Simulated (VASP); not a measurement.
# Y (Fm-3m) in VASP: notebook

The runs below take Y through relaxation of cell and atoms, with PBEsol.

Program: VASP 6.6.1. These are calculated values, not measurements. Logs are shortened: lines on timing, memory, paths and dates and some standing lists are left out, and cuts for length are marked.

## Step 1: The cell of the first run

It takes space group Fm-3m (No. 225, cubic). Conventional cell: a = 4.379 Å, b = 4.379 Å, c = 4.379 Å, α = 90.00°, β = 90.00°, γ = 90.00°. Within 4.1 Å of Y (site symmetry m-3m) lie 12 Y at 3.10 Å.

This isn't the form of Y at room conditions, which is hcp.

## Step 2: Relaxation of cell and atoms, PBEsol, target pressure 29 GPa, at which the enthalpy is minimised

INCAR

```
PREC = Accurate ; ENCUT = 600
EDIFF = 1E-7 ; ISMEAR = -1
SIGMA = 0.05 ; LREAL = False
LASPH = True ; NELM = 80
ALGO = Normal ; ISIF = 3
LWAVE = False ; LCHARG = False
GGA = PS ; IBRION = 2
NSW = 60 ; EDIFFG = -0.005
PSTRESS = 290.0
```

KPOINTS

```
Automatic mesh
0
Gamma
  15 15 15
```

POSCAR

```
Y
1.0
    0.0000000000      2.1894502361      2.1894502361
    2.1894502361      0.0000000000      2.1894502361
    2.1894502361      2.1894502361      0.0000000000
Y
1
Direct
    0.0000000000      0.0000000000      0.0000000000
```

Potentials or basis: VASP PAW PBE potentials, release 64 (Y_sv).

Run with:

```sh
> cat potpaw_PBE.64/Y_sv/POTCAR > POTCAR
> mpirun -np 1 vasp_std > vasp.out
```

OUTCAR:

```text
PREC = Accurate
   ENCUT = 600
   EDIFF = 1E-7
   ISMEAR = -1
   LREAL = False
   LASPH = True
   NELM = 80
   ISIF = 3
   GGA = PS
   IBRION = 2
   NSW = 60
   EDIFFG = -0.005
   PSTRESS = 290.0

 ion  position               nearest neighbor table
   1  0.000  0.000  0.000-

  LATTYP: Found a face centered cubic cell.
 ALAT       =     4.3789004722

  Lattice vectors:

 A1 = (   0.0000000000,   2.1894502361,   2.1894502361)
 A2 = (   2.1894502361,   0.0000000000,   2.1894502361)
 A3 = (   2.1894502361,   2.1894502361,   0.0000000000)

Analysis of symmetry for initial positions (statically):
=====================================================================
 Subroutine PRICEL returns:
 Original cell was already a primitive cell.

 Routine SETGRP: Setting up the symmetry group for a
 face centered cubic supercell.

 Subroutine GETGRP returns: Found 48 space group operations
 (whereof 48 operations were pure point group operations)
 out of a pool of 48 trial point group operations.

The static configuration has the point symmetry O_h .

Analysis of symmetry for dynamics (positions and initial velocities):
=====================================================================
 Subroutine PRICEL returns:
 Original cell was already a primitive cell.

 Routine SETGRP: Setting up the symmetry group for a
 face centered cubic supercell.

 Subroutine GETGRP returns: Found 48 space group operations
 (whereof 48 operations were pure point group operations)
 out of a pool of 48 trial point group operations.

The dynamic configuration has the point symmetry O_h .

 Subroutine INISYM returns: Found 48 space group operations
 (whereof 48 operations are pure point group operations),
 and found     1 'primitive' translations

----------------------------------------------------------------------------------------

                                     Primitive cell

  volume of cell :      20.9911

  direct lattice vectors                    reciprocal lattice vectors
     0.000000000  2.189450236  2.189450236    -0.228367830  0.228367830  0.228367830
     2.189450236  0.000000000  2.189450236     0.228367830 -0.228367830  0.228367830
     2.189450236  2.189450236  0.000000000     0.228367830  0.228367830 -0.228367830

  length of vectors
     3.096350218  3.096350218  3.096350218     0.395544685  0.395544685  0.395544685

  position of ions in fractional coordinates (direct lattice)
     0.000000000  0.000000000  0.000000000

  ion indices of the primitive-cell ions
   primitive index   ion index
                 1           1

----------------------------------------------------------------------------------------

 KPOINTS: Automatic mesh

Automatic generation of k-mesh.
 Grid dimensions read from file:
 generate k-points for:   15   15   15

 Generating k-lattice:

  Cartesian coordinates                     Fractional coordinates (reciprocal lattice)
    -0.015224522  0.015224522  0.015224522     0.066666667  0.000000000  0.000000000
     0.015224522 -0.015224522  0.015224522     0.000000000  0.066666667  0.000000000
     0.015224522  0.015224522 -0.015224522     0.000000000  0.000000000  0.066666667

  Length of vectors
     0.026369646  0.026369646  0.026369646

  Shift w.r.t. Gamma in fractional coordinates (k-lattice)
     0.000000000  0.000000000  0.000000000

 Subroutine IBZKPT returns following result:
 ===========================================

 Found    120 irreducible k-points:

 Following reciprocal coordinates:
            Coordinates               Weight
  0.000000  0.000000  0.000000      1.000000
  0.066667  0.000000  0.000000      8.000000
  0.133333  0.000000  0.000000      8.000000
  0.200000  0.000000  0.000000      8.000000
  0.266667  0.000000  0.000000      8.000000
  0.333333  0.000000  0.000000      8.000000
[... 16 lines left out ...]
  0.133333  0.133333  0.000000      6.000000
  0.200000  0.133333  0.000000     24.000000
 [... further k-points ...]
   k-points           NKPTS =    120   k-points in BZ     NKDIM =    120   number of bands    NBANDS=      9
   number of dos      NEDOS =    301   number of ions     NIONS =      1
   total plane-waves  NPLWV =  21952
   dimension x,y,z NGX =    28 NGY =   28 NGZ =   28
   dimension x,y,z NGXF=    56 NGYF=   56 NGZF=   56
   ions per type =               1
   NGX,Y,Z   is equivalent  to a cutoff of  15.03, 15.03, 15.03 a.u.
   NGXF,Y,Z  is equivalent  to a cutoff of  30.07, 30.07, 30.07 a.u.
 SYSTEM =  unknown system
   PREC   = accura    normal or accurate (medium, high low for compatibility)
   ISTART =      0    job   : 0-new  1-cont  2-samecut
   ICHARG =      2    charge: 1-file 2-atom 10-const
   ISPIN  =      1    spin polarized calculation?
   LNONCOLLINEAR =      F non collinear calculations
   LSORBIT =      F    spin-orbit coupling
   LASPH  =      T    aspherical Exc in radial PAW
   ENCUT  =  600.0 eV  44.10 Ry    6.64 a.u.   6.18  6.18  6.18*2*pi/ulx,y,z
   NELM   =     80;   NELMIN=  2; NELMDL= -5     # of ELM steps
   EDIFF  = 0.1E-06   stopping-criterion for ELM
   LREAL  =      F    real-space projection
   EDIFFG = -.5E-02   stopping-criterion for IOM
   NSW    =     60    number of steps for IOM
   IBRION =      2    ionic relax: 0-MD 1-quasi-New 2-CG
   NFREE  =      1    steps in history (QN), initial steepest desc. (CG)
   ISIF   =      3    stress and relaxation
   ISYM   =      2    0-nonsym 1-usesym 2-fastsym
   POTIM  = 0.5000    time-step for ionic-motion
   TEBEG  =    0.0;   TEEND  =   0.0 temperature during run
   PSTRESS=  290.0 pullay stress
   NELECT =      11.0000    total number of electrons
   NUPDOWN=      -1.0000    fix difference up-down
   EMIN   =  10.00;   EMAX   =-10.00  energy-range for DOS
   EFERMI =   0.00;   METHOD = LEGACY
   ISMEAR =    -1;   SIGMA  =   0.05  broadening in eV -4-tet -1-fermi 0-gaus
   EFERMI_NEDOS =   21; number of points for ismear=-14 and -15
   IALGO  =     38    algorithm
   IMIX   =      4    mixing-type and parameters
     AMIX     =   0.40;   BMIX     =  1.00
     AMIX_MAG =   1.60;   BMIX_MAG =  1.00
  volume/ion in A,a.u.               =      20.99       141.65
  Fermi-wavevector in a.u.,A,eV,Ry     =   1.319858  2.494171 23.701703  1.742026
  Thomas-Fermi vector in A             =   2.449726
   LORBIT       =      0    0 simple, 1 ext, 2 COOP (PROOUT), +10 PAW based schemes
   GGA     = PS    functional components
   LHFCALC =     F    Hartree Fock is set to
   AEXX    =    0.0000 exact exchange contribution
   IVDW    =     0    specifies the selected vdW correction
   LEPSILON=     F    determine dielectric tensor
   LRPA    =     F    only Hartree local field effects (RPA)
 conjugate gradient relaxation of ions
 non-spin polarized calculation
  energy-cutoff  :      600.00
  volume of cell :       20.99
 maximum number of plane-waves:       725
 NGX is ok and might be reduce to    28
   NGX = 13   NGY = 13   NGZ = 13

--------------------------------------- Ionic step        1  -------------------------------------------

 number of electron      11.0000000 magnetization

 Free energy of the ion-electron system (eV)
  ---------------------------------------------------
  ext. energy  EPLUGINS =         0.00000000
  ---------------------------------------------------
  free energy    TOTEN  =        -6.13373752 eV

  energy without entropy =       -6.12457848  energy(sigma->0) =       -6.12915800

------------------------ aborting loop because EDIFF is reached ----------------------------------------

  FORCE on cell =-STRESS in cart. coord.  units (eV):
  Direction    XX          YY          ZZ          XY          YZ          ZX
  --------------------------------------------------------------------------------------
  -------------------------------------------------------------------------------------
  Total        3.7741702      3.7741702      3.7741702      0.0000000     -0.0000000      0.0000000
  in kB      288.0692003    288.0692003    288.0692003      0.0000000     -0.0000000      0.0000000
  external PRESSURE =      -1.9307997 kB  Pullay stress =     290.0000000 kB
[... 59 lines left out ...]
  enthalpy is  TOTEN    =        -2.3342667532 eV   P V=        3.7855733920

--------------------------------------- Ionic step        3  -------------------------------------------

 number of electron      11.0000000 magnetization

 Free energy of the ion-electron system (eV)
  ---------------------------------------------------
  ext. energy  EPLUGINS =         0.00000000
  ---------------------------------------------------
  free energy    TOTEN  =        -6.12704050 eV

  energy without entropy =       -6.11784452  energy(sigma->0) =       -6.12244251

 E-fermi :   5.3764     XC(G=0): -11.4622

 val. band max:        5.3739041371   @ k =  -0.3333   0.2667   0.0000
 cond. band min:       5.4093881953   @ k =   0.3333   0.2000   0.0667
 fundamental gap:      0.0354840582
 Fermi energy:         5.3763611176

 k-point     1 :       0.0000    0.0000    0.0000
  band No.  band energies     occupation
      1     -36.4935      2.00000
      2     -15.4334      2.00000
      3     -15.4334      2.00000
      4     -15.4334      2.00000
      5       0.3941      2.00000
      6       7.5662      0.00000
      7       7.5662      0.00000
      8       7.5662      0.00000
      9      10.9270      0.00000
[... 265 lines left out ...]
 k-point    24 :       0.2000    0.1333    0.0000
  band No.  band energies     occupation
      1     -36.3597      2.00000
      2     -16.0967      2.00000
      3     -15.6280      2.00000
      4     -15.6107      2.00000
      5       1.9127      2.00000
      6       6.0258      0.00000
      7       8.2416      0.00000
      8       8.4656      0.00000
      9       9.1617      0.00000

 [... further k-points ...]

------------------------ aborting loop because EDIFF is reached ----------------------------------------

  FORCE on cell =-STRESS in cart. coord.  units (eV):
  Direction    XX          YY          ZZ          XY          YZ          ZX
  --------------------------------------------------------------------------------------
  -------------------------------------------------------------------------------------
  Total        3.7902645      3.7902645      3.7902645      0.0000000     -0.0000000     -0.0000000
  in kB      289.8101334    289.8101334    289.8101334      0.0000000     -0.0000000     -0.0000000
  external PRESSURE =      -0.1898666 kB  Pullay stress =     290.0000000 kB
[... 16 lines left out ...]
  FREE ENERGIE OF THE ION-ELECTRON SYSTEM (eV)
  ---------------------------------------------------
  free  energy   TOTEN  =        -6.1270405029 eV

  energy  without entropy=       -6.1178445224  energy(sigma->0) =       -6.12244251

  enthalpy is  TOTEN    =        -2.3342928511 eV   P V=        3.7927476518

 reached required accuracy - stopping structural energy minimisation
```

Wall time 42 s (1 thread of AMD EPYC 9R45 (Zen 5), shared host); peak memory 0.18 GiB.

What came out:

* Free energy: -6.1270 eV
* Relaxed volume: 20.95 Å³/atom
* Relaxed cell: a = 3.095 Å, b = 3.095 Å, c = 3.095 Å, α = 60.00°, β = 60.00°, γ = 60.00°
* Space group after relaxing (to 0.1 Å): Fm-3m (No. 225)
* Energy change on relaxing (the run minimises the enthalpy): +6.7 meV/atom
* Ionic steps: 3
* Pressure after relaxing: 29.0 GPa
* Band gap on the k mesh: zero (an odd number of electrons rules out a gap without spin polarisation)

The path:
```
step  energy change (eV)  largest force (eV/Å)  pressure (GPa)  volume (Å³)
   1              0.0000                0.0000           28.81        20.99
   2              0.0139                0.0000           29.22        20.91
   3              0.0067                0.0000           28.98        20.95
```

Final structure:
```
CELL_PARAMETERS angstrom
0.00000 2.18816 2.18816
2.18816 0.00000 2.18816
2.18816 2.18816 0.00000
ATOMIC_POSITIONS crystal
Y 0.00000 0.00000 0.00000
```

Caveat: the cell is relaxed towards a set pressure, so the run minimises the enthalpy, not the energy; the PAW data sets were made with another functional, which shifts forces and pressure a little.

## Step 3: Relaxation of cell and atoms, PBEsol, target pressure 29 GPa, at which the enthalpy is minimised

INCAR

```
SYSTEM = Y
ALGO = Normal
EDIFF = 1E-6
EDIFFG = -0.005
ENCUT = 600
GGA = PS
IBRION = 2
ISIF = 3
ISMEAR = -1
LASPH = .True.
LCHARG = .False.
LREAL = .False.
LWAVE = .False.
NELM = 60
NSW = 32
PREC = Accurate
PSTRESS = 290.0
SIGMA = 0.05
```

KPOINTS

```
k-points
0
Gamma
  15 15 15
  0 0 0
```

POSCAR

```
Y
1.0
    0.0000000000      2.1902401785      2.1902401785
    2.1902401785      0.0000000000      2.1902401785
    2.1902401785      2.1902401785      0.0000000000
Y
1
Direct
    0.0000000000      0.0000000000      0.0000000000
```

Potentials or basis: VASP PAW PBE potentials, release 64 (Y_sv).

Run with:

```sh
> cat potpaw_PBE.64/Y_sv/POTCAR > POTCAR
> mpirun -np 1 vasp_std > vasp.out
```

Run time: 41 s. Hardware: 1 thread of AMD EPYC 9R45 (Zen 5), shared host; peak memory 0.18 GiB.

The run converged. Its results:

```yaml
Free_energy: -6.1262 eV
Relaxed_volume: 20.95 Å³/atom
Relaxed_cell: a = 3.094 Å, b = 3.094 Å, c = 3.094 Å, α = 60.00°, β = 60.00°, γ = 60.00°
Space_group_after_relaxing_to_0.1_Å: Fm-3m (No. 225)
Energy_change_on_relaxing_the_run_minimises_the_enthalpy: +11.6 meV/atom
Ionic_steps: 4
Pressure_after_relaxing: 29.0 GPa
Band_gap_on_the_k_mesh: zero (an odd number of electrons rules out a gap without spin polarisation)
```

Step by step:
| step | energy change (eV) | largest force (eV/Å) | pressure (GPa) | volume (Å³) |
| --- | --- | --- | --- | --- |
| 1 | 0.0000 | 0.0000 | 28.65 | 21.01 |
| 2 | 0.0249 | 0.0000 | 29.49 | 20.88 |
| 3 | 0.0103 | 0.0000 | 28.95 | 20.96 |
| 4 | 0.0116 | 0.0000 | 29.02 | 20.95 |

Final structure:
```xyz
1
Lattice="0.0000 2.1880 2.1880 2.1880 0.0000 2.1880 2.1880 2.1880 0.0000" Properties=species:S:1:pos:R:3 pbc="T T T"
Y     0.0000    0.0000    0.0000
```

Levels at points of the mesh, in eV from the Fermi level:
| k point | band 3 | band 4 | band 5 | band 6 | band 7 | band 8 |
| --- | --- | --- | --- | --- | --- | --- |
| (0.00, 0.00, 0.00) | -20.81 | -20.81 | -4.98 | 2.19 | 2.19 | 2.19 |

Caveat: the cell is relaxed towards a set pressure, so the run minimises the enthalpy, not the energy; the PAW data sets were made with another functional, which shifts forces and pressure a little.
